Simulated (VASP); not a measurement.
# Be3Se (I4/mmm) in VASP: relaxation of cell and atoms with PBE

Aim: the relaxation of cell and atoms of Be3Se with PBE.

All numbers are computed with VASP 6.6.1; they aren't measurements. Logs are shortened: lines on timing, memory, paths and dates and some standing lists are left out, and cuts for length are marked.

## (1) The cell of the first run

The structure is tetragonal, space group I4/mmm (No. 139). Conventional cell: a = 3.529 Å, b = 3.529 Å, c = 7.883 Å, α = 90.00°, β = 90.00°, γ = 90.00°. Be (site symmetry 4/mmm) has 4 Se at 2.50 Å and 8 Be at 2.65 Å within 3.3 Å. Within 3.3 Å of Be (site symmetry -4m2) lie 8 Be at 2.50 to 2.65 Å and 4 Se at 2.65 Å. Se (site symmetry 4/mmm) has 12 Be at 2.50 to 2.65 Å within 3.3 Å.

## (2) Relaxation of cell and atoms, PBE

INCAR reads:

```
PREC = Accurate ; ENCUT = 600
EDIFF = 1E-6 ; ISMEAR = 0
SIGMA = 0.1 ; LREAL = False
LASPH = True ; NELM = 60
ALGO = Normal ; ISIF = 3
LWAVE = False ; LCHARG = False
GGA = PE ; IBRION = 2
NSW = 100 ; EDIFFG = -0.01
```

KPOINTS reads:

```
Automatic mesh
0
Gamma
  18 18 18
```

POSCAR reads:

```
Be3Se
1.0
   -1.7644311378      1.7644311378      3.9413266974
    1.7644311378     -1.7644311378      3.9413266974
    1.7644311378      1.7644311378     -3.9413266974
Be Se
3 1
Direct
    0.5000000000      0.5000000000      0.0000000000
    0.2500000000      0.7500000000      0.5000000000
    0.7500000000      0.2500000000      0.5000000000
    0.0000000000      0.0000000000      0.0000000000
```

Potentials or basis: VASP PAW PBE potentials, release 64 (Be, Se).

Started as:

```
$ cat potpaw_PBE.64/Be/POTCAR potpaw_PBE.64/Se/POTCAR > POTCAR
$ mpirun -np 1 vasp_std > vasp.out
```

OUTCAR:

```text
PREC = Accurate
   ENCUT = 600
   EDIFF = 1E-6
   ISMEAR = 0
   LREAL = False
   LASPH = True
   NELM = 60
   ISIF = 3
   GGA = PE
   IBRION = 2
   NSW = 100
   EDIFFG = -0.01

 ion  position               nearest neighbor table
   1  0.500  0.500  0.000-   4 2.50   4 2.50   4 2.50   4 2.50
   2  0.250  0.750  0.500-
   3  0.750  0.250  0.500-
   4  0.000  0.000  0.000-   1 2.50   1 2.50   1 2.50   1 2.50

  LATTYP: Found a body centered tetragonal cell.
 ALAT       =     3.5288622756
 C/A-ratio  =     2.2337662338

  Lattice vectors:

 A1 = (  -1.7644311378,   1.7644311378,   3.9413266974)
 A2 = (   1.7644311378,  -1.7644311378,   3.9413266974)
 A3 = (   1.7644311378,   1.7644311378,  -3.9413266974)

Analysis of symmetry for initial positions (statically):
=====================================================================
 Subroutine PRICEL returns:
 Original cell was already a primitive cell.

 Routine SETGRP: Setting up the symmetry group for a
 body centered tetragonal supercell.

 Subroutine GETGRP returns: Found 16 space group operations
 (whereof 16 operations were pure point group operations)
 out of a pool of 16 trial point group operations.

The static configuration has the point symmetry D_4h.

Analysis of symmetry for dynamics (positions and initial velocities):
=====================================================================
 Subroutine PRICEL returns:
 Original cell was already a primitive cell.

 Routine SETGRP: Setting up the symmetry group for a
 body centered tetragonal supercell.

 Subroutine GETGRP returns: Found 16 space group operations
 (whereof 16 operations were pure point group operations)
 out of a pool of 16 trial point group operations.

The dynamic configuration has the point symmetry D_4h.

 Subroutine INISYM returns: Found 16 space group operations
 (whereof 16 operations are pure point group operations),
 and found     1 'primitive' translations

----------------------------------------------------------------------------------------

                                     Primitive cell

  volume of cell :      49.0808

  direct lattice vectors                    reciprocal lattice vectors
    -1.764431138  1.764431138  3.941326697     0.000000000  0.283377452  0.126860836
     1.764431138 -1.764431138  3.941326697     0.283377452  0.000000000  0.126860836
     1.764431138  1.764431138 -3.941326697     0.283377452  0.283377452  0.000000000

  length of vectors
     4.664814103  4.664814103  4.664814103     0.310477780  0.310477780  0.400756236

  position of ions in fractional coordinates (direct lattice)
     0.500000000  0.500000000  0.000000000
     0.250000000  0.750000000  0.500000000
     0.750000000  0.250000000  0.500000000
     0.000000000  0.000000000  0.000000000

  ion indices of the primitive-cell ions
   primitive index   ion index
                 1           1
                 2           2
                 3           3
                 4           4

----------------------------------------------------------------------------------------

 KPOINTS: Automatic mesh

Automatic generation of k-mesh.
 Grid dimensions read from file:
 generate k-points for:   18   18   18

 Generating k-lattice:

  Cartesian coordinates                     Fractional coordinates (reciprocal lattice)
     0.000000000  0.015743192  0.007047824     0.055555556  0.000000000  0.000000000
     0.015743192  0.000000000  0.007047824     0.000000000  0.055555556  0.000000000
     0.015743192  0.015743192  0.000000000     0.000000000  0.000000000  0.055555556

  Length of vectors
     0.017248766  0.017248766  0.022264235

  Shift w.r.t. Gamma in fractional coordinates (k-lattice)
     0.000000000  0.000000000  0.000000000

 Subroutine IBZKPT returns following result:
 ===========================================

 Found    480 irreducible k-points:

 Following reciprocal coordinates:
            Coordinates               Weight
  0.000000  0.000000  0.000000      1.000000
  0.055556  0.000000 -0.000000      8.000000
  0.111111  0.000000 -0.000000      8.000000
  0.166667  0.000000 -0.000000      8.000000
  0.222222 -0.000000  0.000000      8.000000
  0.277778  0.000000  0.000000      8.000000
[... 16 lines left out ...]
 -0.277778  0.055556 -0.000000     16.000000
 -0.222222  0.055556  0.000000     16.000000
 [... further k-points ...]
   k-points           NKPTS =    480   k-points in BZ     NKDIM =    480   number of bands    NBANDS=     10
   number of dos      NEDOS =    301   number of ions     NIONS =      4
   total plane-waves  NPLWV =  64000
   dimension x,y,z NGX =    40 NGY =   40 NGZ =   40
   dimension x,y,z NGXF=    80 NGYF=   80 NGZF=   80
   ions per type =               3   1
   NGX,Y,Z   is equivalent  to a cutoff of  14.26, 14.26, 14.26 a.u.
   NGXF,Y,Z  is equivalent  to a cutoff of  28.51, 28.51, 28.51 a.u.
 SYSTEM =  unknown system
   PREC   = accura    normal or accurate (medium, high low for compatibility)
   ISTART =      0    job   : 0-new  1-cont  2-samecut
   ICHARG =      2    charge: 1-file 2-atom 10-const
   ISPIN  =      1    spin polarized calculation?
   LNONCOLLINEAR =      F non collinear calculations
   LSORBIT =      F    spin-orbit coupling
   LASPH  =      T    aspherical Exc in radial PAW
   ENCUT  =  600.0 eV  44.10 Ry    6.64 a.u.   9.32  9.32  9.32*2*pi/ulx,y,z
   NELM   =     60;   NELMIN=  2; NELMDL= -5     # of ELM steps
   EDIFF  = 0.1E-05   stopping-criterion for ELM
   LREAL  =      F    real-space projection
   EDIFFG = -.1E-01   stopping-criterion for IOM
   NSW    =    100    number of steps for IOM
   IBRION =      2    ionic relax: 0-MD 1-quasi-New 2-CG
   NFREE  =      1    steps in history (QN), initial steepest desc. (CG)
   ISIF   =      3    stress and relaxation
   ISYM   =      2    0-nonsym 1-usesym 2-fastsym
   POTIM  = 0.5000    time-step for ionic-motion
   TEBEG  =    0.0;   TEEND  =   0.0 temperature during run
   PSTRESS=    0.0 pullay stress
   NELECT =      12.0000    total number of electrons
   NUPDOWN=      -1.0000    fix difference up-down
   EMIN   =  10.00;   EMAX   =-10.00  energy-range for DOS
   EFERMI =   0.00;   METHOD = LEGACY
   ISMEAR =     0;   SIGMA  =   0.10  broadening in eV -4-tet -1-fermi 0-gaus
   EFERMI_NEDOS =   21; number of points for ismear=-14 and -15
   IALGO  =     38    algorithm
   IMIX   =      4    mixing-type and parameters
     AMIX     =   0.40;   BMIX     =  1.00
     AMIX_MAG =   1.60;   BMIX_MAG =  1.00
  volume/ion in A,a.u.               =      12.27        82.80
  Fermi-wavevector in a.u.,A,eV,Ry     =   1.023681  1.934477 14.257854  1.047923
  Thomas-Fermi vector in A             =   2.157427
   LORBIT       =      0    0 simple, 1 ext, 2 COOP (PROOUT), +10 PAW based schemes
   GGA     = PE    functional components
   LHFCALC =     F    Hartree Fock is set to
   AEXX    =    0.0000 exact exchange contribution
   IVDW    =     0    specifies the selected vdW correction
   LEPSILON=     F    determine dielectric tensor
   LRPA    =     F    only Hartree local field effects (RPA)
 conjugate gradient relaxation of ions
 non-spin polarized calculation
 Gauss-broadening in eV      SIGMA  =   0.10
  energy-cutoff  :      600.00
  volume of cell :       49.08
 maximum number of plane-waves:      1655
 NGX is ok and might be reduce to    40
   NGX = 19   NGY = 19   NGZ = 19

--------------------------------------- Ionic step        1  -------------------------------------------

 number of electron      12.0000000 magnetization

 Free energy of the ion-electron system (eV)
  ---------------------------------------------------
  ext. energy  EPLUGINS =         0.00000000
  ---------------------------------------------------
  free energy    TOTEN  =       -12.36536181 eV

  energy without entropy =      -12.35926724  energy(sigma->0) =      -12.36231452

------------------------ aborting loop because EDIFF is reached ----------------------------------------

  FORCE on cell =-STRESS in cart. coord.  units (eV):
  Direction    XX          YY          ZZ          XY          YZ          ZX
  --------------------------------------------------------------------------------------
  -------------------------------------------------------------------------------------
  Total       -1.6146651     -1.6146651     -0.2995807      0.0000000     -0.0000000      0.0000000
  in kB      -52.7085646    -52.7085646     -9.7794065      0.0000000     -0.0000000      0.0000000
  external PRESSURE =     -38.3988452 kB  Pullay stress =       0.0000000 kB
[... 95 lines left out ...]
  FREE ENERGIE OF THE ION-ELECTRON SYSTEM (eV)
  ---------------------------------------------------
  free  energy   TOTEN  =       -12.4122953944 eV

  energy  without entropy=      -12.4067930574  energy(sigma->0) =      -12.40954423

[... ionic steps 4 to 12 ...]

--------------------------------------- Ionic step       13  -------------------------------------------

 number of electron      12.0000000 magnetization

------------------------ aborting loop because EDIFF is reached ----------------------------------------
[... 71 lines left out ...]
--------------------------------------- Ionic step       15  -------------------------------------------

 number of electron      12.0000000 magnetization

 Free energy of the ion-electron system (eV)
  ---------------------------------------------------
  ext. energy  EPLUGINS =         0.00000000
  ---------------------------------------------------
  free energy    TOTEN  =       -12.52100714 eV

  energy without entropy =      -12.51714037  energy(sigma->0) =      -12.51907376

 E-fermi :   6.1429     XC(G=0): -10.0989

 val. band max:        6.1410880259   @ k =  -0.3333   0.3889   0.0556
 cond. band min:       6.1483656541   @ k =  -0.4444   0.2778   0.0000
 fundamental gap:      0.0072776283
 Fermi energy:         6.1429319970

 k-point     1 :       0.0000    0.0000    0.0000
  band No.  band energies     occupation
      1      -9.9080      2.00000
      2      -0.7508      2.00000
      3       0.0175      2.00000
      4       2.9612      2.00000
      5       2.9612      2.00000
      6       7.5872      0.00000
      7       7.5872      0.00000
      8       8.1788      0.00000
      9       9.2383      0.00000
     10       9.3851      0.00000
[... 287 lines left out ...]
 k-point    24 :      -0.2222    0.0556    0.0000
  band No.  band energies     occupation
      1      -9.4516      2.00000
      2      -0.7261      2.00000
      3       0.0854      2.00000
      4       1.5117      2.00000
      5       3.2730      2.00000
      6       4.5869      2.00000
      7       8.0603      0.00000
      8       9.1238      0.00000
      9      10.4260      0.00000
     10      11.6771      0.00000

 [... further k-points ...]

------------------------ aborting loop because EDIFF is reached ----------------------------------------

  FORCE on cell =-STRESS in cart. coord.  units (eV):
  Direction    XX          YY          ZZ          XY          YZ          ZX
  --------------------------------------------------------------------------------------
  -------------------------------------------------------------------------------------
  Total        0.0233147      0.0233147      0.0214347      0.0000000      0.0000000      0.0000000
  in kB        0.7397150      0.7397150      0.6800666      0.0000000      0.0000000      0.0000000
  external PRESSURE =       0.7198322 kB  Pullay stress =       0.0000000 kB
[... 19 lines left out ...]
  FREE ENERGIE OF THE ION-ELECTRON SYSTEM (eV)
  ---------------------------------------------------
  free  energy   TOTEN  =       -12.5210071432 eV

  energy  without entropy=      -12.5171403700  energy(sigma->0) =      -12.51907376

 reached required accuracy - stopping structural energy minimisation
```

Wall time 30 min (1 thread of AMD EPYC 9R45 (Zen 5), shared host); peak memory 0.47 GiB.

What came out:

| Item | Value |
| --- | --- |
| Free energy | -12.5210 eV |
| Relaxed volume | 12.62 Å³/atom |
| Relaxed cell | a = 5.346 Å, b = 5.346 Å, c = 5.346 Å, α = 144.80°, β = 144.80°, γ = 50.63° |
| Space group after relaxing (to 0.1 Å) | I4/mmm (No. 139) |
| Energy gained by relaxing | 38.9 meV/atom |
| Ionic steps | 15 |
| Pressure after relaxing | 0.1 GPa |
| Band gap on the k mesh | zero (bands 6 and 7 overlap by 2.53 eV) |

The path:
```
step  energy change (eV)  largest force (eV/Å)  pressure (GPa)  volume (Å³)
   1              0.0000                0.0000           -3.84        49.08
   2             -0.0428                0.0000           -0.58        47.02
   3             -0.0469                0.0000            0.80        46.26
   4             -0.0589                0.0000            0.68        46.35
   5             -0.0882                0.0000            0.72        46.55
   6             -0.1174                0.0000            2.59        46.72
   7             -0.1335                0.0000            0.75        48.00
   8             -0.1380                0.0000           -1.24        49.63
   9             -0.1383                0.0000           -0.89        49.33
  10             -0.1444                0.0000           -0.77        49.75
  11             -0.1544                0.0000            0.00        50.92
  12             -0.1545                0.0000           -0.32        50.47
  13             -0.1556                0.0000           -0.19        50.68
  14             -0.1556                0.0000           -0.17        50.71
  15             -0.1556                0.0000            0.07        50.50
```

Final structure:
```yaml
crystal:
  lattice:
    - [-1.61633, 1.61633, 4.83236]
    - [1.61633, -1.61633, 4.83236]
    - [1.61633, 1.61633, -4.83236]
  atoms:
    - { symbol: Be, position: [0.50000, 0.50000, 0.00000] }
    - { symbol: Be, position: [0.25000, 0.75000, 0.50000] }
    - { symbol: Be, position: [0.75000, 0.25000, 0.50000] }
    - { symbol: Se, position: [0.00000, 0.00000, 0.00000] }
```
